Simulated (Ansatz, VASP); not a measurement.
**One calculation of WC, two programs**

```xyz
2
Lattice="0.0000 2.1727 2.1727 2.1727 0.0000 2.1727 2.1727 2.1727 0.0000" Properties=species:S:1:pos:R:3 pbc="T T T"
W     0.0000    0.0000    0.0000
C     2.1727    2.1727    2.1727
```

Alike in both runs: task single point; functional PBEsol; k mesh 14 × 14 × 14; occupations gaussian, width 0.15 eV; no spin polarisation.

```csv
,VASP,Ansatz
version,VASP 6.6.1,Ansatz 0.2.0
potentials or method,"VASP PAW PBE potentials, release 64 (W_sv, C), cutoff 520 eV","scalar-relativistic, plane waves, PAW"
valence electrons in the cell,18,18
```

|  | VASP | Ansatz | Ansatz less VASP |
| --- | --- | --- | --- |
| gap on the k mesh at the Fermi level (eV) | none | none | - |
| pressure (GPa) | 1.2 | 0.1 | -1.12 |

VASP's potentials were made for PBE, not for PBEsol. A gap of «none» marks a metal or a gap that the smearing closes.

Neither program's run includes spin-orbit coupling.
